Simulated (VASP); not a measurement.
# Ta (I4/mmm) in VASP: further runs

Ta is run at these levels: PBE; tasks: single point.

Everything below comes from runs of VASP 6.6.1. Logs are shortened: lines on timing, memory, paths and dates and some standing lists are left out, and cuts for length are marked.

## (1) The cell of the first run

Symmetry: I4/mmm, No. 139, tetragonal system. The conventional cell has a = 3.208 Å, b = 3.208 Å, c = 3.838 Å, α = 90.00°, β = 90.00°, γ = 90.00°. Ta (site symmetry 4/mmm) has 14 Ta at 2.97 to 3.84 Å within 3.9 Å.

## (2) Single point, PBE (19.74 Å³/atom)

INCAR reads:

```
  ALGO = Fast
  EDIFF = 1E-6
  ENCUT = 520
  GGA = PE
  ISIF = 2
  ISMEAR = 0
  LASPH = T
  LCHARG = F
  LREAL = F
  LWAVE = F
  NBANDS = 12
  NELM = 80
  PREC = Accurate
  SIGMA = 0.15
```

KPOINTS reads:

```
k-points
0
Gamma
  20 20 20
```

POSCAR reads:

```
Ta
1.0
   -1.6038321560      1.6038321560      1.9188247915
    1.6038321560     -1.6038321560      1.9188247915
    1.6038321560      1.6038321560     -1.9188247915
Ta
1
Direct
    0.0000000000      0.0000000000      0.0000000000
```

Potentials or basis: VASP PAW PBE potentials, release 64 (Ta_pv).

Run with:

```sh
> cat potpaw_PBE.64/Ta_pv/POTCAR > POTCAR
> mpirun -np 1 vasp_std > vasp.out
```

OUTCAR:

```text
EDIFF = 1E-6
   ENCUT = 520
   GGA = PE
   ISIF = 2
   ISMEAR = 0
   LASPH = T
   LREAL = F
   NELM = 80
   PREC = Accurate

 ion  position               nearest neighbor table
   1  0.000  0.000  0.000-

  LATTYP: Found a body centered tetragonal cell.
 ALAT       =     3.2076643120
 C/A-ratio  =     1.1964000000

  Lattice vectors:

 A1 = (  -1.6038321560,   1.6038321560,   1.9188247915)
 A2 = (   1.6038321560,  -1.6038321560,   1.9188247915)
 A3 = (   1.6038321560,   1.6038321560,  -1.9188247915)

Analysis of symmetry for initial positions (statically):
=====================================================================
 Subroutine PRICEL returns:
 Original cell was already a primitive cell.

 Routine SETGRP: Setting up the symmetry group for a
 body centered tetragonal supercell.

 Subroutine GETGRP returns: Found 16 space group operations
 (whereof 16 operations were pure point group operations)
 out of a pool of 16 trial point group operations.

The static configuration has the point symmetry D_4h.

Analysis of symmetry for dynamics (positions and initial velocities):
=====================================================================
 Subroutine PRICEL returns:
 Original cell was already a primitive cell.

 Routine SETGRP: Setting up the symmetry group for a
 body centered tetragonal supercell.

 Subroutine GETGRP returns: Found 16 space group operations
 (whereof 16 operations were pure point group operations)
 out of a pool of 16 trial point group operations.

The dynamic configuration has the point symmetry D_4h.

 Subroutine INISYM returns: Found 16 space group operations
 (whereof 16 operations are pure point group operations),
 and found     1 'primitive' translations

----------------------------------------------------------------------------------------

                                     Primitive cell

  volume of cell :      19.7430

  direct lattice vectors                    reciprocal lattice vectors
    -1.603832156  1.603832156  1.918824792     0.000000000  0.311753320  0.260576162
     1.603832156 -1.603832156  1.918824792     0.311753320  0.000000000  0.260576162
     1.603832156  1.603832156 -1.918824792     0.311753320  0.311753320  0.000000000

  length of vectors
     2.970933145  2.970933145  2.970933145     0.406312772  0.406312772  0.440885774

  position of ions in fractional coordinates (direct lattice)
     0.000000000  0.000000000  0.000000000

  ion indices of the primitive-cell ions
   primitive index   ion index
                 1           1

----------------------------------------------------------------------------------------

 KPOINTS: k-points

Automatic generation of k-mesh.
 Grid dimensions read from file:
 generate k-points for:   20   20   20

 Generating k-lattice:

  Cartesian coordinates                     Fractional coordinates (reciprocal lattice)
     0.000000000  0.015587666  0.013028808     0.050000000  0.000000000  0.000000000
     0.015587666  0.000000000  0.013028808     0.000000000  0.050000000  0.000000000
     0.015587666  0.015587666  0.000000000     0.000000000  0.000000000  0.050000000

  Length of vectors
     0.020315639  0.020315639  0.022044289

  Shift w.r.t. Gamma in fractional coordinates (k-lattice)
     0.000000000  0.000000000  0.000000000

 Subroutine IBZKPT returns following result:
 ===========================================

 Found    641 irreducible k-points:

 Following reciprocal coordinates:
            Coordinates               Weight
  0.000000  0.000000  0.000000      1.000000
  0.050000  0.000000 -0.000000      8.000000
  0.100000  0.000000 -0.000000      8.000000
  0.150000  0.000000 -0.000000      8.000000
  0.200000  0.000000 -0.000000      8.000000
  0.250000  0.000000 -0.000000      8.000000
[... 16 lines left out ...]
 -0.400000  0.050000  0.000000     16.000000
 -0.350000  0.050000  0.000000     16.000000
 [... further k-points ...]
   k-points           NKPTS =    641   k-points in BZ     NKDIM =    641   number of bands    NBANDS=     12
   number of dos      NEDOS =    301   number of ions     NIONS =      1
   total plane-waves  NPLWV =  13824
   dimension x,y,z NGX =    24 NGY =   24 NGZ =   24
   dimension x,y,z NGXF=    48 NGYF=   48 NGZF=   48
   ions per type =               1
   NGX,Y,Z   is equivalent  to a cutoff of  13.43, 13.43, 13.43 a.u.
   NGXF,Y,Z  is equivalent  to a cutoff of  26.86, 26.86, 26.86 a.u.
 SYSTEM =  unknown system
   PREC   = accura    normal or accurate (medium, high low for compatibility)
   ISTART =      0    job   : 0-new  1-cont  2-samecut
   ICHARG =      2    charge: 1-file 2-atom 10-const
   ISPIN  =      1    spin polarized calculation?
   LNONCOLLINEAR =      F non collinear calculations
   LSORBIT =      F    spin-orbit coupling
   LASPH  =      T    aspherical Exc in radial PAW
   ENCUT  =  520.0 eV  38.22 Ry    6.18 a.u.   5.52  5.52  5.52*2*pi/ulx,y,z
   NELM   =     80;   NELMIN=  2; NELMDL= -5     # of ELM steps
   EDIFF  = 0.1E-05   stopping-criterion for ELM
   LREAL  =      F    real-space projection
   EDIFFG = 0.1E-04   stopping-criterion for IOM
   NSW    =      0    number of steps for IOM
   IBRION =     -1    ionic relax: 0-MD 1-quasi-New 2-CG
   NFREE  =      0    steps in history (QN), initial steepest desc. (CG)
   ISIF   =      2    stress and relaxation
   ISYM   =      2    0-nonsym 1-usesym 2-fastsym
   POTIM  = 0.5000    time-step for ionic-motion
   TEBEG  =    0.0;   TEEND  =   0.0 temperature during run
   PSTRESS=    0.0 pullay stress
   NELECT =      11.0000    total number of electrons
   NUPDOWN=      -1.0000    fix difference up-down
   EMIN   =  10.00;   EMAX   =-10.00  energy-range for DOS
   EFERMI =   0.00;   METHOD = LEGACY
   ISMEAR =     0;   SIGMA  =   0.15  broadening in eV -4-tet -1-fermi 0-gaus
   EFERMI_NEDOS =   21; number of points for ismear=-14 and -15
   IALGO  =     68    algorithm
   IMIX   =      4    mixing-type and parameters
     AMIX     =   0.40;   BMIX     =  1.00
     AMIX_MAG =   1.60;   BMIX_MAG =  1.00
  volume/ion in A,a.u.               =      19.74       133.23
  Fermi-wavevector in a.u.,A,eV,Ry     =   1.347105  2.545659 24.690370  1.814691
  Thomas-Fermi vector in A             =   2.474882
   LORBIT       =      0    0 simple, 1 ext, 2 COOP (PROOUT), +10 PAW based schemes
   GGA     = PE    functional components
   LHFCALC =     F    Hartree Fock is set to
   AEXX    =    0.0000 exact exchange contribution
   IVDW    =     0    specifies the selected vdW correction
   LEPSILON=     F    determine dielectric tensor
   LRPA    =     F    only Hartree local field effects (RPA)
 non-spin polarized calculation
 RMM-DIIS sequential band-by-band and
 Gauss-broadening in eV      SIGMA  =   0.15
  energy-cutoff  :      520.00
  volume of cell :       19.74
 maximum number of plane-waves:       551
 NGX is ok and might be reduce to    24
   NGX = 11   NGY = 11   NGZ = 11

 number of electron      10.9999999 magnetization

 Free energy of the ion-electron system (eV)
  ---------------------------------------------------
  ext. energy  EPLUGINS =         0.00000000
  ---------------------------------------------------
  free energy    TOTEN  =       -11.66660210 eV

  energy without entropy =      -11.65090238  energy(sigma->0) =      -11.65875224

 E-fermi :   4.9211     XC(G=0): -12.1560

 val. band max:        4.9183678448   @ k =  -0.2000   0.4000   0.1000
 cond. band min:       4.9231972574   @ k =  -0.3000   0.3000   0.2500
 fundamental gap:      0.0048294127
 Fermi energy:         4.9211471360

 k-point     1 :       0.0000    0.0000    0.0000
  band No.  band energies     occupation
      1     -28.6820      2.00000
      2     -28.6663      2.00000
      3     -28.6663      2.00000
      4      -2.7898      2.00000
      5       5.1891      0.01153
      6       5.1891      0.01153
      7       6.9452      0.00000
      8       6.9861      0.00000
      9       9.1654      0.00000
     10      17.8596      0.00000
     11      20.5850      0.00000
     12      20.5850      0.00000

 k-point     2 :       0.0500    0.0000   -0.0000
  band No.  band energies     occupation
      1     -28.6985      2.00000
      2     -28.6730      2.00000
      3     -28.6716      2.00000
      4      -2.6937      2.00000
      5       5.1726      0.01775
      6       5.2264      0.00400
      7       6.9351      0.00000
      8       6.9515      0.00000
      9       9.1075      0.00000
     10      18.0576      0.00000
     11      20.5867      0.00000
     12      20.7241      0.00000

 k-point     3 :       0.1000    0.0000   -0.0000
  band No.  band energies     occupation
      1     -28.7619      2.00000
      2     -28.6869      2.00000
      3     -28.6765      2.00000
      4      -2.4123      2.00000
      5       5.1030      0.08652
      6       5.3055      0.00029
      7       6.8872      0.00000
      8       6.9466      0.00000
      9       8.9611      0.00000
     10      18.5852      0.00000
     11      20.4633      0.00000
     12      21.2517      0.00000

 k-point     4 :       0.1500    0.0000   -0.0000
  band No.  band energies     occupation
      1     -28.8620      2.00000
      2     -28.7108      2.00000
      3     -28.6795      2.00000
      4      -1.9672      2.00000
      5       4.9481      0.79935
      6       5.3343      0.00010
      7       6.8711      0.00000
      8       7.0936      0.00000
      9       8.7908      0.00000
     10      19.1059      0.00000
     11      19.1436      0.00000
     12      20.1511      0.00000

 k-point     5 :       0.2000    0.0000   -0.0000
  band No.  band energies     occupation
      1     -28.9862      2.00000
      2     -28.7407      2.00000
      3     -28.6829      2.00000
      4      -1.3979      2.00000
      5       4.7302      1.92813
      6       5.2404      0.00261
      7       6.9243      0.00000
      8       7.4721      0.00000
      9       8.6750      0.00000
     10      18.7243      0.00000
     11      19.1323      0.00000
     12      20.4474      0.00000
[... 228 lines left out ...]
      1     -29.5305      2.00000
      2     -28.8856      2.00000
      3     -28.7077      2.00000
      4       0.8049      2.00000
      5       4.3150      2.00000
      6       5.5444      0.00000
      7       6.7364      0.00000
      8       9.8087      0.00000
      9      11.2540      0.00000
     10      14.6126      0.00000
     11      16.9173      0.00000
     12      21.3826      0.00000

 k-point    22 :      -0.4500    0.0500    0.0000
  band No.  band energies     occupation
      1     -29.4945      2.00000
      2     -28.8746      2.00000
      3     -28.7087      2.00000
      4       0.7399      2.00000
      5       4.3736      2.00000
      6       5.2202      0.00482
      7       6.8072      0.00000
      8       9.7248      0.00000
      9      10.8055      0.00000
     10      15.0632      0.00000
     11      17.1934      0.00000
     12      19.1327      0.00000

 k-point    23 :      -0.4000    0.0500    0.0000
  band No.  band energies     occupation
      1     -29.4229      2.00000
      2     -28.8541      2.00000
      3     -28.7084      2.00000
      4       0.5590      2.00000
      5       4.4995      1.99993
      6       4.7991      1.75004
      7       6.8582      0.00000
      8       9.4930      0.00000
      9      10.1063      0.00000
     10      15.8544      0.00000
     11      17.8295      0.00000
     12      19.1339      0.00000

 k-point    24 :      -0.3500    0.0500    0.0000
  band No.  band energies     occupation
      1     -29.3216      2.00000
      2     -28.8261      2.00000
      3     -28.7067      2.00000
      4       0.2016      2.00000
      5       4.4947      1.99994
      6       4.6868      1.97286
      7       6.9058      0.00000
      8       9.0757      0.00000
      9       9.4158      0.00000
     10      16.7546      0.00000
     11      18.8140      0.00000
     12      19.1447      0.00000

 [... further k-points ...]
[... 5 lines left out ...]
  --------------------------------------------------------------------------------------
  -------------------------------------------------------------------------------------
  Total       -0.8804246     -0.8804246     -2.2466165      0.0000000      0.0000000      0.0000000
  in kB      -71.4479229    -71.4479229   -182.3166697      0.0000000      0.0000000      0.0000000
  external PRESSURE =    -108.4041719 kB  Pullay stress =       0.0000000 kB

 VOLUME and BASIS-vectors are now :
 -----------------------------------------------------------------------------
  energy-cutoff  :      520.00
  volume of cell :       19.74
      direct lattice vectors                 reciprocal lattice vectors
    -1.603832156  1.603832156  1.918824792     0.000000000  0.311753320  0.260576162
     1.603832156 -1.603832156  1.918824792     0.311753320  0.000000000  0.260576162
     1.603832156  1.603832156 -1.918824792     0.311753320  0.311753320  0.000000000

 POSITION                                       TOTAL-FORCE (eV/Angst)
 -----------------------------------------------------------------------------------
      0.00000      0.00000      0.00000        -0.000000      0.000000      0.000000
 -----------------------------------------------------------------------------------
    total drift:                                0.000000      0.000000     -0.000000

  FREE ENERGIE OF THE ION-ELECTRON SYSTEM (eV)
  ---------------------------------------------------
  free  energy   TOTEN  =       -11.6666021008 eV

  energy  without entropy=      -11.6509023844  energy(sigma->0) =      -11.65875224
```

It took 2.7 min on 1 thread of Intel Xeon 8259CL, shared host; peak memory 0.26 GiB.

Results:

```
Free energy            : -11.6666 eV
Pressure               : -10.8 GPa
Band gap on the k mesh : zero (an odd number of electrons rules out a gap without spin polarisation)
```

Levels at points of the mesh, in eV from the Fermi level:
```
           k point  band 3  band 4  band 5  band 6  band 7  band 8
(0.00, 0.00, 0.00)  -33.59   -7.71    0.27    0.27    2.02    2.06
(0.50, 0.00, 0.00)  -33.62   -4.19   -0.59    0.80    1.76    4.85
(0.50, 0.50, 0.00)  -33.71   -4.03   -2.52    1.91    4.97    5.24
(0.50, 0.50, 0.50)  -34.06   -3.70   -3.16    4.95    5.64    6.19
```

Caveat: the stress differs along the axes, from -18 to -7 GPa; spin-orbit coupling is left out, which moves the levels of the heavy elements.

## (3) Single point, PBE (19.74 Å³/atom)

INCAR reads:

```
SYSTEM = Ta
PREC = Accurate
ENCUT = 520
EDIFF = 1E-7
ISMEAR = 0
SIGMA = 0.15
LREAL = .False.
LASPH = .True.
NELM = 100
ALGO = Fast
ISIF = 2
LWAVE = .False.
LCHARG = .False.
GGA = PE
NBANDS = 12
```

KPOINTS reads:

```
regular mesh
0
Gamma
  20 20 20
  0 0 0
```

POSCAR reads:

```
Ta
1.0
   -1.6690297635      1.6690297635      1.7718419969
    1.6690297635     -1.6690297635      1.7718419969
    1.6690297635      1.6690297635     -1.7718419969
Ta
1
Direct
    0.0000000000      0.0000000000      0.0000000000
```

Potentials or basis: VASP PAW PBE potentials, release 64 (Ta_pv).

Run with:

```sh
> cat potpaw_PBE.64/Ta_pv/POTCAR > POTCAR
> mpirun -np 1 vasp_std > vasp.out
```

It took 2.6 min on 1 thread of Intel Xeon 8259CL, shared host; peak memory 0.26 GiB.

It converged, with:

```yaml
Free_energy: -11.7470 eV
Pressure: -12.6 GPa
Band_gap_on_the_k_mesh: zero (an odd number of electrons rules out a gap without spin polarisation)
```

Stress tensor (GPa, compression positive):
```
-11.04   0.00   0.00
  0.00 -11.04   0.00
  0.00   0.00 -15.75
```

Levels at points of the mesh, in eV from the Fermi level:
| k point | band 3 | band 4 | band 5 | band 6 | band 7 | band 8 | band 9 | band 10 |
| --- | --- | --- | --- | --- | --- | --- | --- | --- |
| (0.00, 0.00, 0.00) | -33.45 | -7.57 | 0.52 | 0.52 | 1.17 | 3.19 | 4.05 | 13.94 |
| (0.50, 0.00, 0.00) | -33.45 | -4.03 | -1.07 | 1.08 | 3.03 | 4.46 | 6.82 | 10.16 |
| (0.50, 0.50, 0.00) | -33.49 | -3.97 | -1.75 | 1.47 | 4.07 | 4.72 | 7.00 | 10.52 |
| (0.50, 0.50, 0.50) | -34.02 | -3.39 | -3.23 | 5.95 | 6.17 | 6.17 | 6.87 | 8.35 |

Caveat: the cell stands under tension; spin-orbit coupling is left out, which moves the levels of the heavy elements.
